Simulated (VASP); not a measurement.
Here is a VASP 6.6.1 calculation.

The input INCAR:

```
SYSTEM = C
ALGO = Normal
EDIFF = 1E-7
EDIFFG = -0.02
ENCUT = 600
GGA_COMPAT = .FALSE.
IBRION = 2
ISIF = 3
ISMEAR = -1
LASPH = .TRUE.
LCHARG = .FALSE.
LREAL = .FALSE.
LWAVE = .FALSE.
NELM = 120
NELMIN = 4
NSW = 80
PREC = Accurate
PSTRESS = 200.0
SIGMA = 0.1
```

Contents of KPOINTS:

```
k-points
0
G
  10 10 10
  0 0 0
```

The input POSCAR:

```
C
1.0
    0.0000000000      1.5000000000      1.5000000000
    1.5000000000      0.0000000000      1.5000000000
    1.5000000000      1.5000000000      0.0000000000
C
1
Direct
    0.0000000000      0.0000000000      0.0000000000
```

Potentials or basis: VASP PAW LDA potentials, release 64 (C).

The run is started by

```sh
$ cat potpaw_LDA.64/C/POTCAR > POTCAR
$ mpirun -np 1 vasp_std > vasp.out
```

What does it give for the band gap on the k mesh?

Zero (bands 2 and 3 overlap by 12.03 eV).

Predict the space group after relaxing (to 0.1 Å).

Fm-3m (No. 225).

Final structure:
```
C
1.0
     0.00000    1.46529    1.46529
     1.46529    0.00000    1.46529
     1.46529    1.46529    0.00000
C
1
Cartesian
  0.0000 0.0000 0.0000
```

Caveat: the k points lie up to 0.37 Å⁻¹ apart in the final cell, too coarse for converged energies and pressures of a metal; the cell is relaxed towards a set pressure, so the run minimises the enthalpy, not the energy.
